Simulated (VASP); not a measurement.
ZnO (zincite), 4 atoms in the cell. It takes space group P6_3mc (No. 186, hexagonal). The conventional cell has a = 3.249 Å, b = 3.249 Å, c = 5.206 Å, α = 90.00°, β = 90.00°, γ = 120.00°. Zn (site symmetry 3m) has 4 O at 1.97 to 1.98 Å within 2.6 Å. Within 2.6 Å of O (site symmetry 3m) lie 4 Zn at 1.97 to 1.98 Å. 

* Program: VASP 6.6.1
* Task: single point
* Functional: PBE
* Potentials or basis: VASP PAW PBE potentials, release 64 (Zn, O_h)
* Cutoff: 910 eV
* k mesh: 9 × 9 × 5
* Occupations: gaussian, width 0.026 eV
* Spin: no spin polarisation
* Dipole correction: no
* Second run: hard_potentials
* Further INCAR settings: ALGO = Normal; EDIFF = 1e-06; NBANDS = 26

Potentials or basis: VASP PAW PBE potentials, release 64 (Zn, O_h).

The run is started by

```sh
$ cat potpaw_PBE.64/Zn/POTCAR potpaw_PBE.64/O_h/POTCAR > POTCAR
$ mpirun -np 1 vasp_std > vasp.out
```

Hardware: 1 thread of Intel(R) Xeon(R) Platinum 8259CL CPU @ 2.50GHz (Skylake/Cascade Lake), on a shared host.

Question: Estimate the wall time of this run.

Answer: Run time: 78 s on 1 thread of Intel(R) Xeon(R) Platinum 8259CL CPU @ 2.50GHz (Skylake/Cascade Lake), with other jobs on the host, peak memory 0.27 GiB. Counts: scf iterations 15, k points 36.
